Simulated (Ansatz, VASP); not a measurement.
**One calculation of Si, two programs**

```
Si
1.0
     0.02117    2.71073    2.68956
     2.71073    0.02117    2.68956
     2.73190    2.73190    0.00000
Si
2
Direct
  0.00112 0.00112 0.99888
  0.24888 0.24888 0.25112
```

Change from the starting cell: strained cell.

Alike in both runs: functional PBEsol; k mesh 10 × 10 × 10; occupations gaussian, width 0.02 eV; no spin polarisation.

Ansatz relaxed the structure, and its values are those at the end. VASP's run is a single point on that final structure, the one shown.

|  | VASP | Ansatz |
| --- | --- | --- |
| version | VASP 6.6.1 | Ansatz 0.2.0 |
| potentials or method | VASP PAW PBE potentials, release 64 (Si), cutoff 500 eV | scalar-relativistic, plane waves, PAW |
| valence electrons in the cell | 8 | 8 |

|  | VASP | Ansatz | Ansatz less VASP |
| --- | --- | --- | --- |
| gap on the k mesh at the Fermi level (eV) | 0.32 | 0.33 | +0.007 |
| least direct gap on the mesh (eV) | 2.39 | 2.39 | +0.003 |
| pressure (GPa) | 1.5 | 1.4 | -0.12 |

VASP's potentials were made for PBE, not for PBEsol, and Ansatz warns of the same on its side. With one functional, cell and mesh, what is left measures potentials, basis and numerics. Ansatz's warnings: stress scf threshold loose.
